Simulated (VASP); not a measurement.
# SnSe2 (P-3m1) in VASP: single point with r2SCAN

Aim: the single point of SnSe2 with r2SCAN.

Everything below comes from runs of VASP 6.6.1. Logs are shortened: lines on timing, memory, paths and dates and some standing lists are left out, and cuts for length are marked.

**1. The cell of the first run**

It takes space group P-3m1 (No. 164, trigonal). The conventional cell has a = 3.841 Å, b = 3.841 Å, c = 6.523 Å, α = 90.00°, β = 90.00°, γ = 120.00°. Within 3.6 Å of Sn (site symmetry -3m) lie 6 Se at 2.72 Å. Within 3.6 Å of Se (site symmetry 3m) lie 3 Sn at 2.72 Å.

**2. Single point, r2SCAN**

POSCAR reads:

```
SnSe2
1.0
    3.8405676490      0.0000000000      0.0000000000
   -1.9202838245      3.3260291490      0.0000000000
    0.0000000000      0.0000000000      6.5233023787
Sn Se
1 2
Direct
    0.0000000000      0.0000000000      0.0000000000
    0.3333333333      0.6666666667      0.2412719740
    0.6666666667      0.3333333333      0.7587280260
```

INCAR.step1 reads:

```
SYSTEM = SnSe2
ALGO = Normal ; EDIFF = 1E-4
ENCUT = 520 ; GGA = PE
ISMEAR = 0 ; LASPH = .True.
LCHARG = .False. ; LREAL = .False.
LWAVE = .True. ; NBANDS = 20
NELM = 60 ; PREC = Accurate
SIGMA = 0.02
```

INCAR.step2 reads:

```
SYSTEM = SnSe2
ALGO = Normal ; EDIFF = 1E-6
ENCUT = 520 ; ISIF = 2
ISMEAR = 0 ; ISTART = 1
LASPH = .True. ; LCHARG = .False.
LMIXTAU = .True. ; LREAL = .False.
LWAVE = .False. ; METAGGA = R2SCAN
NBANDS = 20 ; NELM = 60
PREC = Accurate ; SIGMA = 0.02
```

KPOINTS reads:

```
k-points
0
Gamma
  12 12 6
  0 0 0
```

Potentials or basis: VASP PAW PBE potentials, release 64 (Sn_d, Se).

Started as:

```console
> cat potpaw_PBE.64/Sn_d/POTCAR potpaw_PBE.64/Se/POTCAR > POTCAR
> cp INCAR.step1 INCAR
> mpirun -np 1 vasp_std > vasp.out
> cp INCAR.step2 INCAR
> mpirun -np 1 vasp_std > vasp.out
```

OUTCAR:

```text
SYSTEM = SnSe2
   EDIFF = 1E-6
   ENCUT = 520
   ISIF = 2
   ISMEAR = 0
   ISTART = 1
   LASPH = .True.
   LREAL = .False.
   METAGGA = R2SCAN
   NELM = 60
   PREC = Accurate

 ion  position               nearest neighbor table
   1  0.000  0.000  0.000-   2 2.72   3 2.72   3 2.72   2 2.72   3 2.72   2 2.72
   2  0.333  0.667  0.241-   1 2.72   1 2.72   1 2.72
   3  0.667  0.333  0.759-   1 2.72   1 2.72   1 2.72

  LATTYP: Found a hexagonal cell.
 ALAT       =     3.8405676490
 C/A-ratio  =     1.6985255761

  Lattice vectors:

 A1 = (   3.8405676490,   0.0000000000,   0.0000000000)
 A2 = (  -1.9202838245,   3.3260291490,   0.0000000000)
 A3 = (   0.0000000000,   0.0000000000,   6.5233023787)

Analysis of symmetry for initial positions (statically):
=====================================================================
 Subroutine PRICEL returns:
 Original cell was already a primitive cell.

 Routine SETGRP: Setting up the symmetry group for a
 hexagonal supercell.

 Subroutine GETGRP returns: Found 12 space group operations
 (whereof 12 operations were pure point group operations)
 out of a pool of 24 trial point group operations.

The static configuration has the point symmetry D_3d.

Analysis of symmetry for dynamics (positions and initial velocities):
=====================================================================
 Subroutine PRICEL returns:
 Original cell was already a primitive cell.

 Routine SETGRP: Setting up the symmetry group for a
 hexagonal supercell.

 Subroutine GETGRP returns: Found 12 space group operations
 (whereof 12 operations were pure point group operations)
 out of a pool of 24 trial point group operations.

The dynamic configuration has the point symmetry D_3d.

 Subroutine INISYM returns: Found 12 space group operations
 (whereof 12 operations are pure point group operations),
 and found     1 'primitive' translations

----------------------------------------------------------------------------------------

                                     Primitive cell

  volume of cell :      83.3276

  direct lattice vectors                    reciprocal lattice vectors
     3.840567649  0.000000000  0.000000000     0.260378176  0.150329410  0.000000000
    -1.920283825  3.326029149  0.000000000     0.000000000  0.300658820  0.000000000
     0.000000000  0.000000000  6.523302379     0.000000000  0.000000000  0.153296588

  length of vectors
     3.840567649  3.840567649  6.523302379     0.300658820  0.300658820  0.153296588

  position of ions in fractional coordinates (direct lattice)
     0.000000000  0.000000000  0.000000000
     0.333333333  0.666666667  0.241271974
     0.666666667  0.333333333  0.758728026

  ion indices of the primitive-cell ions
   primitive index   ion index
                 1           1
                 2           2
                 3           3

----------------------------------------------------------------------------------------

 KPOINTS: k-points

Automatic generation of k-mesh.
 Grid dimensions read from file:
 generate k-points for:   12   12    6

 Generating k-lattice:

  Cartesian coordinates                     Fractional coordinates (reciprocal lattice)
     0.021698181  0.012527451  0.000000000     0.083333333 -0.000000000  0.000000000
     0.000000000  0.025054902  0.000000000     0.000000000  0.083333333  0.000000000
     0.000000000  0.000000000  0.025549431     0.000000000  0.000000000  0.166666667

  Length of vectors
     0.025054902  0.025054902  0.025549431

  Shift w.r.t. Gamma in fractional coordinates (k-lattice)
     0.000000000  0.000000000  0.000000000

 Subroutine IBZKPT returns following result:
 ===========================================

 Found    100 irreducible k-points:

 Following reciprocal coordinates:
            Coordinates               Weight
  0.000000  0.000000  0.000000      1.000000
  0.083333  0.000000  0.000000      6.000000
  0.166667  0.000000  0.000000      6.000000
  0.250000  0.000000  0.000000      6.000000
  0.333333  0.000000  0.000000      6.000000
  0.416667  0.000000  0.000000      6.000000
[... 16 lines left out ...]
  0.166667  0.000000  0.166667      6.000000
  0.000000  0.166667  0.166667      6.000000
 [... further k-points ...]
   k-points           NKPTS =    100   k-points in BZ     NKDIM =    100   number of bands    NBANDS=     20
   number of dos      NEDOS =    301   number of ions     NIONS =      3
   total plane-waves  NPLWV =  45000
   dimension x,y,z NGX =    30 NGY =   30 NGZ =   50
   dimension x,y,z NGXF=    60 NGYF=   60 NGZF=  100
   ions per type =               1   2
   NGX,Y,Z   is equivalent  to a cutoff of  12.99, 12.99, 12.74 a.u.
   NGXF,Y,Z  is equivalent  to a cutoff of  25.97, 25.97, 25.48 a.u.
 SYSTEM =  SnSe2
   PREC   = accura    normal or accurate (medium, high low for compatibility)
   ISTART =      1    job   : 0-new  1-cont  2-samecut
   ICHARG =      0    charge: 1-file 2-atom 10-const
   ISPIN  =      1    spin polarized calculation?
   LNONCOLLINEAR =      F non collinear calculations
   LSORBIT =      F    spin-orbit coupling
   LASPH  =      T    aspherical Exc in radial PAW
   ENCUT  =  520.0 eV  38.22 Ry    6.18 a.u.   7.14  7.14 12.13*2*pi/ulx,y,z
   NELM   =     60;   NELMIN=  2; NELMDL=  0     # of ELM steps
   EDIFF  = 0.1E-05   stopping-criterion for ELM
   LREAL  =      F    real-space projection
   EDIFFG = 0.1E-04   stopping-criterion for IOM
   NSW    =      0    number of steps for IOM
   IBRION =     -1    ionic relax: 0-MD 1-quasi-New 2-CG
   NFREE  =      0    steps in history (QN), initial steepest desc. (CG)
   ISIF   =      2    stress and relaxation
   ISYM   =      2    0-nonsym 1-usesym 2-fastsym
   POTIM  = 0.5000    time-step for ionic-motion
   TEBEG  =    0.0;   TEEND  =   0.0 temperature during run
   PSTRESS=    0.0 pullay stress
   NELECT =      26.0000    total number of electrons
   NUPDOWN=      -1.0000    fix difference up-down
   EMIN   =  10.00;   EMAX   =-10.00  energy-range for DOS
   EFERMI =   0.00;   METHOD = LEGACY
   ISMEAR =     0;   SIGMA  =   0.02  broadening in eV -4-tet -1-fermi 0-gaus
   EFERMI_NEDOS =   21; number of points for ismear=-14 and -15
   IALGO  =     38    algorithm
   IMIX   =      4    mixing-type and parameters
     AMIX     =   0.40;   BMIX     =  1.00
     AMIX_MAG =   1.60;   BMIX_MAG =  1.00
  volume/ion in A,a.u.               =      27.78       187.44
  Fermi-wavevector in a.u.,A,eV,Ry     =   1.110375  2.098304 16.775063  1.232932
  Thomas-Fermi vector in A             =   2.246926
   LORBIT       =      0    0 simple, 1 ext, 2 COOP (PROOUT), +10 PAW based schemes
   METAGGA = R2SCAN    functional components
   LHFCALC =     F    Hartree Fock is set to
   AEXX    =    0.0000 exact exchange contribution
   IVDW    =     0    specifies the selected vdW correction
   LEPSILON=     F    determine dielectric tensor
   LRPA    =     F    only Hartree local field effects (RPA)
 non-spin polarized calculation
 Gauss-broadening in eV      SIGMA  =   0.02
  energy-cutoff  :      520.00
  volume of cell :       83.33
 maximum number of plane-waves:      2274
 NGX is ok and might be reduce to    30
   NGX = 15   NGY = 15   NGZ = 25

 number of electron      25.9999988 magnetization

 Free energy of the ion-electron system (eV)
  ---------------------------------------------------
  ext. energy  EPLUGINS =         0.00000000
  ---------------------------------------------------
  free energy    TOTEN  =       -54.63928918 eV

  energy without entropy =      -54.63928918  energy(sigma->0) =      -54.63928918

 E-fermi :   3.1927     XC(G=0):  -9.5880

 val. band max:        3.0277298318   @ k =   0.1667   0.0000   0.1667
 cond. band min:       4.0497732833   @ k =   0.5000   0.0000   0.3333
 fundamental gap:      1.0220434514
 Fermi energy:         3.1926786613

 k-point     1 :       0.0000    0.0000    0.0000
  band No.  band energies     occupation
      1     -18.7775      2.00000
      2     -18.7775      2.00000
      3     -18.7227      2.00000
      4     -18.7155      2.00000
      5     -18.7155      2.00000
      6     -11.0597      2.00000
[... 12 lines left out ...]
     19      12.5810      0.00000
     20      12.5810      0.00000

 k-point     2 :       0.0833    0.0000    0.0000
  band No.  band energies     occupation
      1     -18.7808      2.00000
      2     -18.7753      2.00000
      3     -18.7209      2.00000
      4     -18.7169      2.00000
      5     -18.7150      2.00000
      6     -10.9907      2.00000
[... 12 lines left out ...]
     19      11.8972      0.00000
     20      12.6974      0.00000

 k-point     3 :       0.1667    0.0000    0.0000
  band No.  band energies     occupation
      1     -18.7907      2.00000
      2     -18.7697      2.00000
      3     -18.7217      2.00000
      4     -18.7144      2.00000
      5     -18.7130      2.00000
      6     -10.7888      2.00000
[... 12 lines left out ...]
     19      12.0147      0.00000
     20      12.7118      0.00000

 k-point     4 :       0.2500    0.0000    0.0000
  band No.  band energies     occupation
      1     -18.8049      2.00000
      2     -18.7638      2.00000
      3     -18.7266      2.00000
      4     -18.7087      2.00000
      5     -18.7064      2.00000
      6     -10.4707      2.00000
[... 12 lines left out ...]
     19      12.0359      0.00000
     20      12.7886      0.00000

 k-point     5 :       0.3333    0.0000    0.0000
  band No.  band energies     occupation
      1     -18.8197      2.00000
      2     -18.7597      2.00000
      3     -18.7312      2.00000
      4     -18.7024      2.00000
      5     -18.6980      2.00000
      6     -10.0744      2.00000
[... 12 lines left out ...]
     19      12.5496      0.00000
     20      13.0700      0.00000
[... 353 lines left out ...]
      6     -10.9670      2.00000
[... 12 lines left out ...]
     19      11.7531      0.00000
     20      12.7011      0.00000

 k-point    22 :       0.0000    0.0833    0.1667
  band No.  band energies     occupation
      1     -18.7808      2.00000
      2     -18.7753      2.00000
      3     -18.7210      2.00000
      4     -18.7169      2.00000
      5     -18.7150      2.00000
      6     -10.9670      2.00000
[... 12 lines left out ...]
     19      11.9243      0.00000
     20      12.5183      0.00000

 k-point    23 :       0.1667    0.0000    0.1667
  band No.  band energies     occupation
      1     -18.7907      2.00000
      2     -18.7697      2.00000
      3     -18.7217      2.00000
      4     -18.7144      2.00000
      5     -18.7130      2.00000
      6     -10.7656      2.00000
[... 12 lines left out ...]
     19      12.1774      0.00000
     20      12.5361      0.00000

 k-point    24 :       0.0000    0.1667    0.1667
  band No.  band energies     occupation
      1     -18.7907      2.00000
      2     -18.7698      2.00000
      3     -18.7217      2.00000
      4     -18.7144      2.00000
      5     -18.7130      2.00000
      6     -10.7654      2.00000
[... 12 lines left out ...]
     19      11.7985      0.00000
     20      12.5381      0.00000

 [... further k-points ...]

------------------------ aborting loop because EDIFF is reached ----------------------------------------

  FORCE on cell =-STRESS in cart. coord.  units (eV):
  Direction    XX          YY          ZZ          XY          YZ          ZX
  --------------------------------------------------------------------------------------
  -------------------------------------------------------------------------------------
  Total        0.0274644      0.0274644      0.0287277     -0.0000000      0.0000000      0.0000000
  in kB        0.5280694      0.5280694      0.5523611     -0.0000000      0.0000000      0.0000000
  external PRESSURE =       0.5361667 kB  Pullay stress =       0.0000000 kB

 VOLUME and BASIS-vectors are now :
 -----------------------------------------------------------------------------
  energy-cutoff  :      520.00
  volume of cell :       83.33
      direct lattice vectors                 reciprocal lattice vectors
     3.840567649  0.000000000  0.000000000     0.260378176  0.150329410  0.000000000
    -1.920283825  3.326029149  0.000000000     0.000000000  0.300658820  0.000000000
     0.000000000  0.000000000  6.523302379     0.000000000  0.000000000  0.153296588

 POSITION                                       TOTAL-FORCE (eV/Angst)
 -----------------------------------------------------------------------------------
      0.00000      0.00000      0.00000        -0.000000      0.000000      0.000000
     -0.00000      2.21735      1.57389         0.000000      0.000000      0.012187
      1.92028      1.10868      4.94941         0.000000      0.000000     -0.012187
 -----------------------------------------------------------------------------------
    total drift:                               -0.000000      0.000000      0.000000

  FREE ENERGIE OF THE ION-ELECTRON SYSTEM (eV)
  ---------------------------------------------------
  free  energy   TOTEN  =       -54.6392891752 eV

  energy  without entropy=      -54.6392891752  energy(sigma->0) =      -54.63928918
```

Run time: 9.3 min. Hardware: 1 thread of Intel Xeon Platinum 8259CL at 2.50GHz (Skylake/Cascade Lake), shared host; peak memory 0.33 GiB.

What came out:

```yaml
Free_energy: -54.6393 eV
Pressure: 0.1 GPa
Largest_force: 0.012 eV/Å
Band_gap_on_the_k_mesh: 1.02 eV (least direct gap 1.46 eV)
```

Forces on the atoms (eV/Å):
```
Sn   0.000  0.000  0.000
Se   0.000  0.000  0.012
Se   0.000  0.000 -0.012
```

Caveat: the PAW data sets were made with another functional, which shifts forces and pressure a little; spin-orbit coupling is left out, which moves the levels of the heavy elements. A k mesh can miss the band edges.
